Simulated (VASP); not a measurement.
# MgO (I4/mmm) in VASP: notebook

Runs on MgO. Level: LDA. Tasks: single point.

Everything below comes from runs of VASP 6.6.1. Logs are shortened: lines on timing, memory, paths and dates and some standing lists are left out, and cuts for length are marked.

### Step 1. The cell of the first run

The structure is tetragonal, space group I4/mmm (No. 139). Conventional cell: a = 2.956 Å, b = 2.956 Å, c = 4.147 Å, α = 90.00°, β = 90.00°, γ = 90.00°. Mg (site symmetry 4/mmm) has 6 O at 2.07 to 2.09 Å within 2.7 Å. O (site symmetry 4/mmm) has 6 Mg at 2.07 to 2.09 Å within 2.7 Å.

### Step 2. Single point, LDA (in-plane strain +0.005, then relaxed in part)

File INCAR:

```
PREC = Accurate
ENCUT = 520
EDIFF = 1E-7
ISMEAR = 0
SIGMA = 0.01
LREAL = F
LASPH = T
NELM = 80
ALGO = Normal
ISIF = 2
LWAVE = F
LCHARG = F
GGA = CA
NBANDS = 11
```

File KPOINTS:

```
regular mesh
0
Gamma
  10 10 10
```

File POSCAR:

```
MgO
1.0
    2.0899901765      2.0899901765      0.0000000000
   -2.0899901765      2.0899901765      0.0000000000
    0.0000000000      2.0899901765      2.0733534388
Mg O
1 1
Direct
    0.0000000000      0.0000000000      0.0000000000
    0.5000000000      0.5000000000      0.0000000000
```

Potentials or basis: VASP PAW LDA potentials, release 64 (Mg, O).

On the command line:

```sh
$ cat potpaw_LDA.64/Mg/POTCAR potpaw_LDA.64/O/POTCAR > POTCAR
$ mpirun -np 1 vasp_std > vasp.out
```

OUTCAR:

```text
PREC = Accurate
   ENCUT = 520
   EDIFF = 1E-7
   ISMEAR = 0
   LREAL = F
   LASPH = T
   NELM = 80
   ISIF = 2
   GGA = CA

 ion  position               nearest neighbor table
   1  0.000  0.000  0.000-   2 2.07   2 2.07   2 2.09   2 2.09   2 2.09   2 2.09
   2  0.500  0.500  0.000-   1 2.07   1 2.07   1 2.09   1 2.09   1 2.09   1 2.09

  LATTYP: Found a body centered tetragonal cell.
 ALAT       =     2.9556924528
 C/A-ratio  =     1.4029561410

  Lattice vectors:

 A1 = (   2.0899901765,   0.0000000000,  -2.0733534388)
 A2 = (  -2.0899901765,   0.0000000000,  -2.0733534388)
 A3 = (   0.0000000000,   2.0899901765,   2.0733534388)

Analysis of symmetry for initial positions (statically):
=====================================================================
 Subroutine PRICEL returns:
 Original cell was already a primitive cell.

 Routine SETGRP: Setting up the symmetry group for a
 body centered tetragonal supercell.

 Subroutine GETGRP returns: Found 16 space group operations
 (whereof 16 operations were pure point group operations)
 out of a pool of 16 trial point group operations.

The static configuration has the point symmetry D_4h.

Analysis of symmetry for dynamics (positions and initial velocities):
=====================================================================
 Subroutine PRICEL returns:
 Original cell was already a primitive cell.

 Routine SETGRP: Setting up the symmetry group for a
 body centered tetragonal supercell.

 Subroutine GETGRP returns: Found 16 space group operations
 (whereof 16 operations were pure point group operations)
 out of a pool of 16 trial point group operations.

The dynamic configuration has the point symmetry D_4h.

 Subroutine INISYM returns: Found 16 space group operations
 (whereof 16 operations are pure point group operations),
 and found     1 'primitive' translations

----------------------------------------------------------------------------------------

                                     Primitive cell

  volume of cell :      18.1131

  direct lattice vectors                    reciprocal lattice vectors
     2.089990177  2.089990177  0.000000000     0.239235574  0.239235574 -0.241155218
    -2.089990177  2.089990177  0.000000000    -0.239235574  0.239235574 -0.241155218
     0.000000000  2.089990177  2.073353439     0.000000000  0.000000000  0.482310435

  length of vectors
     2.955692453  2.955692453  2.943952007     0.415479433  0.415479433  0.482310435

  position of ions in fractional coordinates (direct lattice)
     0.000000000  0.000000000  0.000000000
     0.500000000  0.500000000  0.000000000

  ion indices of the primitive-cell ions
   primitive index   ion index
                 1           1
                 2           2

----------------------------------------------------------------------------------------

 KPOINTS: regular mesh

Automatic generation of k-mesh.
 Grid dimensions read from file:
 generate k-points for:   10   10   10

 Generating k-lattice:

  Cartesian coordinates                     Fractional coordinates (reciprocal lattice)
     0.023923557  0.023923557 -0.024115522     0.100000000  0.000000000  0.000000000
    -0.023923557  0.023923557 -0.024115522     0.000000000  0.100000000  0.000000000
     0.000000000  0.000000000  0.048231044     0.000000000  0.000000000  0.100000000

  Length of vectors
     0.041547943  0.041547943  0.048231044

  Shift w.r.t. Gamma in fractional coordinates (k-lattice)
     0.000000000  0.000000000  0.000000000

 Subroutine IBZKPT returns following result:
 ===========================================

 Found    102 irreducible k-points:

 Following reciprocal coordinates:
            Coordinates               Weight
  0.000000  0.000000  0.000000      1.000000
  0.100000  0.000000 -0.000000      8.000000
  0.200000  0.000000 -0.000000      8.000000
  0.300000  0.000000  0.000000      8.000000
  0.400000  0.000000  0.000000      8.000000
  0.500000  0.000000 -0.000000      4.000000
[... 16 lines left out ...]
  0.300000  0.300000  0.000000      8.000000
  0.400000  0.300000  0.000000     16.000000
 [... further k-points ...]
   k-points           NKPTS =    102   k-points in BZ     NKDIM =    102   number of bands    NBANDS=     11
   number of dos      NEDOS =    301   number of ions     NIONS =      2
   total plane-waves  NPLWV =  13824
   dimension x,y,z NGX =    24 NGY =   24 NGZ =   24
   dimension x,y,z NGXF=    48 NGYF=   48 NGZF=   48
   ions per type =               1   1
   NGX,Y,Z   is equivalent  to a cutoff of  13.50, 13.50, 13.55 a.u.
   NGXF,Y,Z  is equivalent  to a cutoff of  27.00, 27.00, 27.11 a.u.
 SYSTEM =  unknown system
   PREC   = accura    normal or accurate (medium, high low for compatibility)
   ISTART =      0    job   : 0-new  1-cont  2-samecut
   ICHARG =      2    charge: 1-file 2-atom 10-const
   ISPIN  =      1    spin polarized calculation?
   LNONCOLLINEAR =      F non collinear calculations
   LSORBIT =      F    spin-orbit coupling
   LASPH  =      T    aspherical Exc in radial PAW
   ENCUT  =  520.0 eV  38.22 Ry    6.18 a.u.   5.50  5.50  5.47*2*pi/ulx,y,z
   NELM   =     80;   NELMIN=  2; NELMDL= -5     # of ELM steps
   EDIFF  = 0.1E-06   stopping-criterion for ELM
   LREAL  =      F    real-space projection
   EDIFFG = 0.1E-05   stopping-criterion for IOM
   NSW    =      0    number of steps for IOM
   IBRION =     -1    ionic relax: 0-MD 1-quasi-New 2-CG
   NFREE  =      0    steps in history (QN), initial steepest desc. (CG)
   ISIF   =      2    stress and relaxation
   ISYM   =      2    0-nonsym 1-usesym 2-fastsym
   POTIM  = 0.5000    time-step for ionic-motion
   TEBEG  =    0.0;   TEEND  =   0.0 temperature during run
   PSTRESS=    0.0 pullay stress
   NELECT =       8.0000    total number of electrons
   NUPDOWN=      -1.0000    fix difference up-down
   EMIN   =  10.00;   EMAX   =-10.00  energy-range for DOS
   EFERMI =   0.00;   METHOD = LEGACY
   ISMEAR =     0;   SIGMA  =   0.01  broadening in eV -4-tet -1-fermi 0-gaus
   EFERMI_NEDOS =   21; number of points for ismear=-14 and -15
   IALGO  =     38    algorithm
   IMIX   =      4    mixing-type and parameters
     AMIX     =   0.40;   BMIX     =  1.00
     AMIX_MAG =   1.60;   BMIX_MAG =  1.00
  volume/ion in A,a.u.               =       9.06        61.12
  Fermi-wavevector in a.u.,A,eV,Ry     =   1.246735  2.355988 21.148197  1.554349
  Thomas-Fermi vector in A             =   2.380899
   LORBIT       =      0    0 simple, 1 ext, 2 COOP (PROOUT), +10 PAW based schemes
   GGA     = CA    functional components
   LHFCALC =     F    Hartree Fock is set to
   AEXX    =    0.0000 exact exchange contribution
   IVDW    =     0    specifies the selected vdW correction
   LEPSILON=     F    determine dielectric tensor
   LRPA    =     F    only Hartree local field effects (RPA)
 non-spin polarized calculation
 Gauss-broadening in eV      SIGMA  =   0.01
  energy-cutoff  :      520.00
  volume of cell :       18.11
 maximum number of plane-waves:       531
 NGX is ok and might be reduce to    24
   NGX = 11   NGY = 11   NGZ = 11

 number of electron       8.0000001 magnetization

 Free energy of the ion-electron system (eV)
  ---------------------------------------------------
  ext. energy  EPLUGINS =         0.00000000
  ---------------------------------------------------
  free energy    TOTEN  =       -13.44259405 eV

  energy without entropy =      -13.44259405  energy(sigma->0) =      -13.44259405

 E-fermi :   3.2083     XC(G=0): -11.7418

 val. band max:        3.1250415226   @ k =   0.0000   0.0000   0.0000
 cond. band min:       8.0826875741   @ k =   0.0000   0.0000   0.0000
 fundamental gap:      4.9576460514
 Fermi energy:         3.2083373930

 k-point     1 :       0.0000    0.0000    0.0000
  band No.  band energies     occupation
      1     -14.0485      2.00000
      2       3.1076      2.00000
      3       3.1250      2.00000
      4       3.1250      2.00000
      5       8.0827      0.00000
      6      18.7841      0.00000
      7      18.7841      0.00000
      8      18.8713      0.00000
      9      22.9196      0.00000
     10      24.4674      0.00000
     11      24.7356      0.00000

 k-point     2 :       0.1000    0.0000   -0.0000
  band No.  band energies     occupation
      1     -13.9321      2.00000
      2       2.4536      2.00000
      3       3.0423      2.00000
      4       3.0505      2.00000
      5       8.7027      0.00000
      6      17.5786      0.00000
      7      19.0332      0.00000
      8      19.0956      0.00000
      9      23.7756      0.00000
     10      24.0090      0.00000
     11      24.5999      0.00000

 k-point     3 :       0.2000    0.0000   -0.0000
  band No.  band energies     occupation
      1     -13.6113      2.00000
      2       1.0845      2.00000
      3       2.8619      2.00000
      4       2.8621      2.00000
      5       9.8735      0.00000
      6      16.0955      0.00000
      7      19.5354      0.00000
      8      19.6282      0.00000
      9      23.1182      0.00000
     10      23.2885      0.00000
     11      25.5461      0.00000

 k-point     4 :       0.3000    0.0000    0.0000
  band No.  band energies     occupation
      1     -13.1745      2.00000
      2      -0.3058      2.00000
      3       2.6413      2.00000
      4       2.6501      2.00000
      5      10.7431      0.00000
      6      15.4880      0.00000
      7      19.6624      0.00000
      8      19.8161      0.00000
      9      23.6035      0.00000
     10      23.6904      0.00000
     11      24.9268      0.00000
[... 239 lines left out ...]
 k-point    22 :      -0.2000    0.2000    0.0000
  band No.  band energies     occupation
      1     -13.4859      2.00000
      2       1.0368      2.00000
      3       2.5511      2.00000
      4       2.5830      2.00000
      5      10.5442      0.00000
      6      15.0289      0.00000
      7      19.8388      0.00000
      8      20.1067      0.00000
      9      20.1172      0.00000
     10      25.8979      0.00000
     11      29.3686      0.00000

 k-point    23 :       0.3000    0.3000    0.0000
  band No.  band energies     occupation
      1     -12.4541      2.00000
      2      -0.5270      2.00000
      3       0.3091      2.00000
      4       2.2033      2.00000
      5      13.3753      0.00000
      6      15.0998      0.00000
      7      16.2673      0.00000
      8      20.7951      0.00000
      9      22.9428      0.00000
     10      24.9682      0.00000
     11      30.0031      0.00000

 k-point    24 :       0.4000    0.3000    0.0000
  band No.  band energies     occupation
      1     -12.3564      2.00000
      2      -0.6187      2.00000
      3       0.3090      2.00000
      4       2.0232      2.00000
      5      13.2631      0.00000
      6      15.2904      0.00000
      7      15.7829      0.00000
      8      21.0281      0.00000
      9      21.9204      0.00000
     10      27.1897      0.00000
     11      30.6098      0.00000

 [... further k-points ...]
[... 5 lines left out ...]
  --------------------------------------------------------------------------------------
  -------------------------------------------------------------------------------------
  Total       -0.3899787     -0.3899787     -0.1854512      0.0000000     -0.0000000      0.0000000
  in kB      -34.4952811    -34.4952811    -16.4039516      0.0000000     -0.0000000      0.0000000
  external PRESSURE =     -28.4648379 kB  Pullay stress =       0.0000000 kB

 VOLUME and BASIS-vectors are now :
 -----------------------------------------------------------------------------
  energy-cutoff  :      520.00
  volume of cell :       18.11
      direct lattice vectors                 reciprocal lattice vectors
     2.089990177  2.089990177  0.000000000     0.239235574  0.239235574 -0.241155218
    -2.089990177  2.089990177  0.000000000    -0.239235574  0.239235574 -0.241155218
     0.000000000  2.089990177  2.073353439     0.000000000  0.000000000  0.482310435

 POSITION                                       TOTAL-FORCE (eV/Angst)
 -----------------------------------------------------------------------------------
      0.00000      0.00000      0.00000        -0.000000     -0.000000      0.000000
      0.00000      2.08999      0.00000         0.000000      0.000000      0.000000
 -----------------------------------------------------------------------------------
    total drift:                                0.000000     -0.000000     -0.000000

  FREE ENERGIE OF THE ION-ELECTRON SYSTEM (eV)
  ---------------------------------------------------
  free  energy   TOTEN  =       -13.4425940520 eV

  energy  without entropy=      -13.4425940520  energy(sigma->0) =      -13.44259405
```

Wall time 8.5 s (1 thread of Intel Xeon Platinum 8375C at 2.90GHz (Ice Lake), shared host); peak memory 0.14 GiB.

What came out:

```yaml
Free_energy: -13.4426 eV
Pressure: -2.8 GPa
Band_gap_on_the_k_mesh: 4.96 eV, direct
```

Levels at points of the mesh, in eV from the valence-band top:
```
           k point  band 1  band 2  band 3  band 4  band 5  band 6  band 7  band 8
(0.00, 0.00, 0.00)  -17.17   -0.02    0.00    0.00    4.96   15.66   15.66   15.75
(0.50, 0.00, 0.00)  -15.74   -4.84   -0.72   -0.70    7.92   12.74   16.22   16.40
(0.50, 0.50, 0.00)  -15.46   -4.30   -1.44   -1.39    8.94   10.04   13.18   19.05
(0.00, 0.00, 0.50)  -15.44   -4.27   -1.45   -1.45    8.86   10.02   13.29   19.04
```

Caveat: the cell differs from its parent crystal (in-plane strain +0.005, then relaxed in part).

### Step 3. Single point, LDA (in-plane strain +0.01, then relaxed in part)

File INCAR:

```
PREC     = Accurate       # precision mode
ENCUT    = 520            # plane-wave cutoff, eV
EDIFF    = 1E-6           # SCF threshold, eV
ISMEAR   = 0              # smearing method
SIGMA    = 0.01           # smearing width, eV
LREAL    = False          # projectors in reciprocal space
LASPH    = True           # aspherical terms in the spheres
NELM     = 80             # most SCF steps
ALGO     = Normal         # electronic algorithm
ISIF     = 2              # what is computed and relaxed
LWAVE    = False          # write WAVECAR
LCHARG   = False          # write CHGCAR
GGA      = CA             # functional
NBANDS   = 11             # bands
```

KPOINTS is that of step 2.

File POSCAR:

```
MgO
1.0
    2.1003881376      2.1003881376      0.0000000000
   -2.1003881376      2.1003881376      0.0000000000
    0.0000000000      2.1003881376      2.0675985272
Mg O
1 1
Direct
    0.0000000000      0.0000000000      0.0000000000
    0.5000000000      0.5000000000      0.0000000000
```

Potentials or basis: VASP PAW LDA potentials, release 64 (Mg, O).

On the command line:

```sh
$ cat potpaw_LDA.64/Mg/POTCAR potpaw_LDA.64/O/POTCAR > POTCAR
$ mpirun -np 1 vasp_std > vasp.out
```

OUTCAR:

```text
PREC = Accurate
   ENCUT = 520
   EDIFF = 1E-6
   ISMEAR = 0
   LREAL = False
   LASPH = True
   NELM = 80
   ISIF = 2
   GGA = CA

 ion  position               nearest neighbor table
   1  0.000  0.000  0.000-   2 2.07   2 2.07   2 2.10   2 2.10   2 2.10   2 2.10
   2  0.500  0.500  0.000-   1 2.07   1 2.07   1 2.10   1 2.10   1 2.10   1 2.10

  LATTYP: Found a body centered tetragonal cell.
 ALAT       =     2.9703973904
 C/A-ratio  =     1.3921359707

  Lattice vectors:

 A1 = (   2.1003881376,   0.0000000000,  -2.0675985272)
 A2 = (  -2.1003881376,   0.0000000000,  -2.0675985272)
 A3 = (   0.0000000000,   2.1003881376,   2.0675985272)

Analysis of symmetry for initial positions (statically):
=====================================================================
 Subroutine PRICEL returns:
 Original cell was already a primitive cell.

 Routine SETGRP: Setting up the symmetry group for a
 body centered tetragonal supercell.

 Subroutine GETGRP returns: Found 16 space group operations
 (whereof 16 operations were pure point group operations)
 out of a pool of 16 trial point group operations.

The static configuration has the point symmetry D_4h.

Analysis of symmetry for dynamics (positions and initial velocities):
[... 166 lines left out ...]

 k-point     1 :       0.0000    0.0000    0.0000
  band No.  band energies     occupation
      1     -14.0662      2.00000
      2       3.0394      2.00000
      3       3.0746      2.00000
      4       3.0746      2.00000
      5       7.9530      0.00000
      6      18.6638      0.00000
      7      18.6638      0.00000
      8      18.8343      0.00000
      9      22.8083      0.00000
     10      24.2174      0.00000
     11      24.7455      0.00000
[... 309 lines left out ...]
 k-point    24 :       0.4000    0.3000   -0.0000
  band No.  band energies     occupation
      1     -12.3987      2.00000
      2      -0.6508      2.00000
      3       0.2687      2.00000
      4       1.9853      2.00000
      5      13.1817      0.00000
      6      15.1570      0.00000
      7      15.6370      0.00000
      8      20.9086      0.00000
      9      21.7934      0.00000
     10      27.0751      0.00000
     11      30.4115      0.00000

 [... further k-points ...]
[... 5 lines left out ...]
  --------------------------------------------------------------------------------------
  -------------------------------------------------------------------------------------
  Total       -0.5824433     -0.5824433     -0.1874868      0.0000000     -0.0000000      0.0000000
  in kB      -51.1527438    -51.1527438    -16.4659210      0.0000000     -0.0000000      0.0000000
  external PRESSURE =     -39.5904696 kB  Pullay stress =       0.0000000 kB

 VOLUME and BASIS-vectors are now :
 -----------------------------------------------------------------------------
  energy-cutoff  :      520.00
  volume of cell :       18.24
      direct lattice vectors                 reciprocal lattice vectors
     2.100388138  2.100388138  0.000000000     0.238051240  0.238051240 -0.241826444
    -2.100388138  2.100388138  0.000000000    -0.238051240  0.238051240 -0.241826444
     0.000000000  2.100388138  2.067598527     0.000000000  0.000000000  0.483652889

 POSITION                                       TOTAL-FORCE (eV/Angst)
 -----------------------------------------------------------------------------------
      0.00000      0.00000      0.00000         0.000000      0.000000      0.000000
      0.00000      2.10039      0.00000        -0.000000     -0.000000      0.000000
 -----------------------------------------------------------------------------------
    total drift:                                0.000000     -0.000000     -0.000000

  FREE ENERGIE OF THE ION-ELECTRON SYSTEM (eV)
  ---------------------------------------------------
  free  energy   TOTEN  =       -13.4384519947 eV

  energy  without entropy=      -13.4384519947  energy(sigma->0) =      -13.43845199
```

It took 8.3 s on 1 thread of Intel Xeon Platinum 8375C at 2.90GHz (Ice Lake), shared host; peak memory 0.14 GiB.

Results:

```
Free energy            : -13.4385 eV
Pressure               : -4.0 GPa
Band gap on the k mesh : 4.88 eV, direct
```

Stress tensor (GPa, compression positive):
```
-5.12  0.00  0.00
 0.00 -5.12  0.00
 0.00  0.00 -1.65
```

Caveat: the cell differs from its parent crystal (in-plane strain +0.01, then relaxed in part).

### Step 4. Single point, LDA (in-plane strain +0.01)

File INCAR:

```
SYSTEM = MgO
PREC = Accurate
ENCUT = 520
EDIFF = 1E-6
ISMEAR = 0
SIGMA = 0.01
LREAL = .FALSE.
LASPH = .TRUE.
NELM = 100
ALGO = Normal
ISIF = 2
LWAVE = .FALSE.
LCHARG = .FALSE.
GGA = CA
NBANDS = 11
```

File KPOINTS:

```
regular mesh
0
G
  10 10 10
  0 0 0
```

Changes to POSCAR since step 3:

```diff
@@ -4,3 +4,3 @@
    -2.1003881376      2.1003881376      0.0000000000
-    0.0000000000      2.1003881376      2.0675985272
+    0.0000000000      2.1003881376      2.0671146621
 Mg O
```

On the command line:

```sh
$ cat potpaw_LDA.64/Mg/POTCAR potpaw_LDA.64/O/POTCAR > POTCAR
$ mpirun -np 1 vasp_std > vasp.out
```

It took 7.3 s on 1 thread of Intel Xeon Platinum 8375C at 2.90GHz (Ice Lake), shared host; peak memory 0.14 GiB.

It converged, with:

```
Free energy            : -13.4385 eV
Pressure               : -3.9 GPa
Band gap on the k mesh : 4.88 eV, direct
```

Stress tensor (GPa, compression positive):
```
-5.09  0.00  0.00
 0.00 -5.09  0.00
 0.00  0.00 -1.56
```

Levels at points of the mesh, in eV from the valence-band top:
```csv
k point,band 1,band 2,band 3,band 4,band 5,band 6,band 7,band 8,band 9
"(0.00, 0.00, 0.00)",-17.14,-0.04,0.00,0.00,4.88,15.59,15.59,15.76,19.74
"(0.50, 0.00, 0.00)",-15.73,-4.82,-0.72,-0.69,7.87,12.66,16.05,16.42,20.90
"(0.50, 0.50, 0.00)",-15.46,-4.29,-1.44,-1.34,8.96,9.96,13.06,18.89,19.21
"(0.00, 0.00, 0.50)",-15.41,-4.22,-1.47,-1.47,8.79,9.94,13.28,18.86,18.86
```

Caveat: the cell differs from its parent crystal (in-plane strain +0.01).
